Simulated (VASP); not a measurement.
A run of VASP 6.6.1 is set up as follows.

File INCAR:

```
SYSTEM = Cu
PREC = Accurate
ENCUT = 520
EDIFF = 1E-6
ISMEAR = -1
SIGMA = 0.1
LREAL = .False.
LASPH = .True.
NELM = 60
ALGO = Normal
ISIF = 2
LWAVE = .False.
LCHARG = .False.
GGA = RE
NBANDS = 18
```

Contents of KPOINTS:

```
regular mesh
0
Gamma
  23 23 12
  0 0 0
```

Contents of POSCAR:

```
Cu
1.0
    2.5883303632      0.0000000000      0.0000000000
   -1.2941651816      2.2415598480      0.0000000000
    0.0000000000      0.0000000000      4.2375839915
Cu
2
Direct
    0.3333333333      0.6666666667      0.2500000000
    0.6666666667      0.3333333333      0.7500000000
```

Potentials or basis: VASP PAW PBE potentials, release 64 (Cu).

The run is started by

```bash
$ cat potpaw_PBE.64/Cu/POTCAR > POTCAR
$ mpirun -np 1 vasp_std > vasp.out
```

(1) Predict the pressure.

(2) What does it give for the band gap on the k mesh?

## Answers

(1) 0.7 GPa.

(2) zero (bands 11 and 12 overlap by 5.68 eV).

Caveat: the PAW data sets were made with another functional, which shifts forces and pressure a little.
